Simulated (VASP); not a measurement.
Input of a VASP 6.6.1 run:

INCAR

```
SYSTEM = MgO
PREC = Accurate
ENCUT = 520
EDIFF = 1E-6
ISMEAR = 0
SIGMA = 0.05
LREAL = .FALSE.
LASPH = .TRUE.
NELM = 60
ALGO = Normal
ISIF = 2
LWAVE = .FALSE.
LCHARG = .TRUE.
LELF = .TRUE.
LVHAR = .TRUE.
NBANDS = 26
```

Contents of KPOINTS:

```
Automatic mesh
0
G
  6 6 6
  0 0 0
```

The input POSCAR:

```
MgO
1.0
    4.1607146133      0.0000000000      0.0000000000
    0.0000000000     -4.1607146133      0.0000000000
    0.0000000000      0.0000000000     -4.1607146133
Mg O
4 4
Direct
   -0.0530239000      1.0530239000      1.0000000000
    0.5000000000      0.5000000000      1.0000000000
    0.5000000000      1.0000000000      0.5000000000
    0.0000000000      0.5000000000      0.5000000000
    0.5000000000      0.0000000000      0.0000000000
    0.0000000000      0.5000000000      0.0000000000
    0.0000000000      0.0000000000      0.5000000000
    0.5000000000      0.5000000000      0.5000000000
```

Potentials or basis: VASP PAW LDA potentials, release 64 (Mg, O).

Launch:

```sh
$ cat potpaw_LDA.64/Mg/POTCAR potpaw_LDA.64/O/POTCAR > POTCAR
$ mpirun -np 1 vasp_std > vasp.out
```

Problem. Estimate the band gap on the k mesh.

Solution. 5.00 eV, direct.

Problem. Predict the pressure.

Solution. 1.4 GPa.

Problem. Estimate the largest force.

Solution. 3.725 eV/Å.

Forces in eV/Å, atoms in the order of the input:
```
Mg   2.634  2.634  0.000
Mg  -0.680 -0.680  0.000
Mg  -0.589  0.195  0.000
Mg   0.195 -0.589  0.000
O   -1.044 -0.237  0.000
O   -0.237 -1.044  0.000
O   -0.347 -0.347  0.000
O    0.068  0.068  0.000
```

Caveat: the cell differs from its parent crystal (atom 1 (Mg) moved by -0.312 Å along [1 1 0] and +0.000 Å along [0 0 1]); forces of over 1 eV/Å act on the atoms, so gaps and moduli don't describe the material at rest.
